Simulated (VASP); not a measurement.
# Cl (P6/mmm) in VASP: notebook, part 2 of 2

VASP 6.6.1. Earlier steps stand in the parts before.

**4. Relaxation of cell and atoms, PBEsol**

Contents of INCAR:

```
PREC = Accurate ; ENCUT = 500
EDIFF = 1E-7 ; ISMEAR = 0
SIGMA = 0.1 ; LREAL = False
LASPH = True ; NELM = 120
ALGO = Normal ; ISIF = 3
LWAVE = False ; LCHARG = False
GGA = PS ; IBRION = 2
NSW = 90 ; EDIFFG = -0.04
GGA_COMPAT = False ; NELMIN = 4
```

Contents of KPOINTS:

```
regular mesh
0
Gamma
  6 6 6
```

Contents of POSCAR:

```
Cl
1.0
    3.2936102132      0.0000000000      0.0000000000
   -1.6468051066      2.8523501148      0.0000000000
    0.0000000000      0.0000000000      3.0774670430
Cl
1
Direct
    0.0000000000      0.0000000000      0.0000000000
```

Potentials or basis: VASP PAW PBE potentials, release 64 (Cl).

The run is started by

```sh
> cat potpaw_PBE.64/Cl/POTCAR > POTCAR
> mpirun -np 1 vasp_std > vasp.out
```

OUTCAR:

```text
PREC = Accurate
   ENCUT = 500
   EDIFF = 1E-7
   ISMEAR = 0
   LREAL = False
   LASPH = True
   NELM = 120
   ISIF = 3
   GGA = PS
   IBRION = 2
   NSW = 90
   EDIFFG = -0.04
   NELMIN = 4

 ion  position               nearest neighbor table
   1  0.000  0.000  0.000-

  LATTYP: Found a hexagonal cell.
 ALAT       =     3.2936102132
 C/A-ratio  =     0.9343750000

  Lattice vectors:

 A1 = (   3.2936102132,   0.0000000000,   0.0000000000)
 A2 = (  -1.6468051066,   2.8523501148,   0.0000000000)
 A3 = (   0.0000000000,   0.0000000000,   3.0774670430)

Analysis of symmetry for initial positions (statically):
=====================================================================
 Subroutine PRICEL returns:
 Original cell was already a primitive cell.

 Routine SETGRP: Setting up the symmetry group for a
 hexagonal supercell.

 Subroutine GETGRP returns: Found 24 space group operations
 (whereof 24 operations were pure point group operations)
[... 155 lines left out ...]
 number of electron       7.0000003 magnetization

 Free energy of the ion-electron system (eV)
  ---------------------------------------------------
  ext. energy  EPLUGINS =         0.00000000
  ---------------------------------------------------
  free energy    TOTEN  =        -1.12356880 eV

  energy without entropy =       -1.11355423  energy(sigma->0) =       -1.11856151

------------------------ aborting loop because EDIFF is reached ----------------------------------------

  FORCE on cell =-STRESS in cart. coord.  units (eV):
  Direction    XX          YY          ZZ          XY          YZ          ZX
  --------------------------------------------------------------------------------------
  -------------------------------------------------------------------------------------
  Total       -0.9797586     -0.9797586     -1.5005004      0.0000000     -0.0000000      0.0000000
  in kB      -54.2951730    -54.2951730    -83.1530648      0.0000000     -0.0000000      0.0000000
  external PRESSURE =     -63.9144703 kB  Pullay stress =       0.0000000 kB
[... 329 lines left out ...]
 k-point    24 :       0.3333    0.0000    0.5000
  band No.  band energies     occupation
      1      -9.5768      2.00000
      2      -3.5398      2.00000
      3       6.3150      2.00000
      4       7.0301      1.92651
      5      10.7642      0.00000
      6      11.8723      0.00000
      7      21.5123      0.00000

 [... further k-points ...]

[... ionic steps 4 to 21 ...]

--------------------------------------- Ionic step       22  -------------------------------------------

 number of electron       6.9999999 magnetization

------------------------ aborting loop because EDIFF is reached ----------------------------------------
[... 314 lines left out ...]
--------------------------------------- Ionic step       24  -------------------------------------------

 number of electron       7.0000002 magnetization

 Free energy of the ion-electron system (eV)
  ---------------------------------------------------
  ext. energy  EPLUGINS =         0.00000000
  ---------------------------------------------------
  free energy    TOTEN  =        -1.82759437 eV

  energy without entropy =       -1.82759437  energy(sigma->0) =       -1.82759437

 E-fermi :  -0.1833     XC(G=0):  -7.4126

 val. band max:       -0.6446909643   @ k =   0.0000   0.0000   0.5000
 cond. band min:       0.3942789540   @ k =   0.0000   0.0000   0.1667
 fundamental gap:      1.0389699184
 Fermi energy:        -0.1832726601
[... 268 lines left out ...]
  FREE ENERGIE OF THE ION-ELECTRON SYSTEM (eV)
  ---------------------------------------------------
  free  energy   TOTEN  =        -1.8275943659 eV

  energy  without entropy=       -1.8275943659  energy(sigma->0) =       -1.82759437

 reached required accuracy - stopping structural energy minimisation
```

OSZICAR:

```text
N       E                     dE             d eps       ncg     rms          rms(c)
DAV:   1     0.242285468747E+02    0.24229E+02   -0.28582E+03   392   0.719E+02
DAV:   2    -0.338972736002E+00   -0.24568E+02   -0.24327E+02   532   0.113E+02
DAV:   3    -0.112732397346E+01   -0.78835E+00   -0.74827E+00   539   0.246E+01
[... 238 lines left out ...]
DAV:   5    -0.182757352755E+01    0.30350E-03   -0.14245E-03   490   0.258E-01    0.326E-02
DAV:   6    -0.182759041928E+01   -0.16892E-04   -0.48675E-05   420   0.603E-02    0.193E-02
DAV:   7    -0.182759385344E+01   -0.34342E-05   -0.36001E-06   455   0.165E-02    0.275E-03
DAV:   8    -0.182759435037E+01   -0.49694E-06   -0.12865E-06   490   0.880E-03    0.385E-03
DAV:   9    -0.182759436586E+01   -0.15487E-07   -0.50288E-08   399   0.167E-03
  24 F= -.18275944E+01 E0= -.18275944E+01  d E =-.380244E-02
```

CONTCAR:

```text
Cl
   1.00000000000000
     4.0275817731369541   -0.0000000000000000    0.0000000000000001
    -2.0137908865684770    3.4879881313637222    0.0000000000000000
    -0.0000000000000000   -0.0000000000000001    2.2162203885003691
  Cl
     1
Direct
     0.0000000000000000    1.0000000000000000    0.0000000000000000

  0.00000000E+00  0.00000000E+00  0.00000000E+00
```

It took 2.1 min on 1 thread of AMD EPYC 7R13, shared host; peak memory 0.11 GiB.

What came out:

```yaml
Free_energy: -1.8276 eV
Relaxed_volume: 31.13 Å³/atom
Relaxed_cell: a = 4.028 Å, b = 4.028 Å, c = 2.216 Å, α = 90.00°, β = 90.00°, γ = 120.00°
Space_group_after_relaxing_to_0.1_Å: P6/mmm (No. 191)
Pressure_after_relaxing: 0.0 GPa
Band_gap_on_the_k_mesh: zero (an odd number of electrons rules out a gap without spin polarisation)
```

Final structure:
```yaml
crystal:
  lattice:
    - [4.02758, 0.00000, 0.00000]
    - [-2.01379, 3.48799, 0.00000]
    - [0.00000, 0.00000, 2.21622]
  atoms:
    - { symbol: Cl, position: [0.00000, 0.00000, 0.00000] }
```

Levels at points of the mesh, in eV from the Fermi level:
| k point | band 1 | band 2 | band 3 | band 4 | band 5 | band 6 | band 7 |
| --- | --- | --- | --- | --- | --- | --- | --- |
| (0.00, 0.00, 0.00) | -17.47 | -3.65 | -3.65 | 4.52 | 4.69 | 9.70 | 9.70 |
| (0.50, 0.00, 0.00) | -17.36 | -4.70 | -3.88 | 4.72 | 6.47 | 9.78 | 12.48 |
| (0.00, 0.00, 0.50) | -12.62 | -8.39 | -0.46 | -0.46 | 9.70 | 9.70 | 12.10 |
| (0.50, 0.00, 0.50) | -12.52 | -8.30 | -1.07 | -0.60 | 7.40 | 9.21 | 12.92 |

Caveat: the k points lie up to 0.47 Å⁻¹ apart in the final cell, too coarse for converged energies and pressures of a metal; a cell axis changed by over 15 % at a fixed basis, so the end point is rough; the PAW data sets were made with another functional, which shifts forces and pressure a little; an odd number of electrons without spin polarisation forces a metal; a magnetic or distorted state may lie lower.

**5. Single point, PBEsol**

This run uses another cell than the first one, of 24.58 Å³/atom.

Contents of INCAR:

```
PREC = Accurate
ENCUT = 500
EDIFF = 1E-6
ISMEAR = 0
SIGMA = 0.1
LREAL = False
LASPH = True
NELM = 120
ALGO = Normal
ISIF = 2
LWAVE = False
LCHARG = False
GGA = PS
NBANDS = 10
GGA_COMPAT = False
```

Contents of KPOINTS:

```
regular mesh
0
Gamma
  18 18 24
```

Contents of POSCAR:

```
Cl
1.0
    3.5212104119      0.0000000000      0.0000000000
   -1.7606052059      3.0494576688      0.0000000000
    0.0000000000      0.0000000000      2.2895199004
Cl
1
Direct
    0.0000000000      0.0000000000      0.0000000000
```

The run is started by

```sh
> cat potpaw_PBE.64/Cl/POTCAR > POTCAR
> mpirun -np 1 vasp_std > vasp.out
```

Wall time 2.7 min (1 thread of AMD EPYC 7R13, shared host); peak memory 0.17 GiB.

Results (log left out):

| Property | Result |
| --- | --- |
| Free energy | -1.8447 eV |
| Pressure | -0.1 GPa |
| Band gap on the k mesh | zero (an odd number of electrons rules out a gap without spin polarisation) |

Levels at points of the mesh, in eV from the Fermi level:
| k point | band 1 | band 2 | band 3 | band 4 | band 5 | band 6 |
| --- | --- | --- | --- | --- | --- | --- |
| (0.00, 0.00, 0.00) | -16.41 | -2.02 | -2.02 | 4.63 | 5.97 | 11.41 |
| (0.50, 0.00, 0.00) | -16.00 | -4.42 | -2.54 | 4.75 | 7.40 | 13.09 |
| (0.00, 0.00, 0.50) | -12.34 | -7.01 | 0.51 | 0.51 | 11.90 | 11.90 |
| (0.50, 0.00, 0.50) | -11.98 | -6.66 | -1.13 | 0.15 | 7.43 | 10.89 |

Caveat: the PAW data sets were made with another functional, which shifts forces and pressure a little; an odd number of electrons without spin polarisation forces a metal; a magnetic or distorted state may lie lower.

**6. Summary**

```csv
task,cell,k mesh,gap on the mesh (eV),pressure (GPa)
single point,"a = 3.294, b = 3.294, c = 3.077 Å, angles 90.0, 90.0, 120.0°, 1 atom",6 × 6 × 6,none,-6.4
single point,"a = 4.109, b = 4.109, c = 2.219 Å, angles 90.0, 90.0, 120.0°, 1 atom",6 × 6 × 6,none,-0.1
relaxation of cell and atoms,"relaxed from a = 3.294, b = 3.294, c = 3.077 Å, angles 90.0, 90.0, 120.0°, 1 atom",6 × 6 × 6,none,0.0
single point,"a = 3.521, b = 3.521, c = 2.290 Å, angles 90.0, 90.0, 120.0°, 1 atom",18 × 18 × 24,none,-0.1
```

Alike in all rows: level PBEsol; potentials or basis VASP PAW PBE potentials, release 64 (Cl); no spin polarisation; cutoff (eV) 500; smearing gaussian 0.1 eV.

Caveats: some runs use coarse meshes; the PAW data sets were made with another functional, which shifts forces and pressure a little; an odd number of electrons without spin polarisation forces a metal; a magnetic or distorted state may lie lower; a cell axis changed by over 15 % at a fixed basis, so the end point is rough (at least some runs).

Total energies depend on the potentials used, so only differences within one code and one set of settings carry meaning.
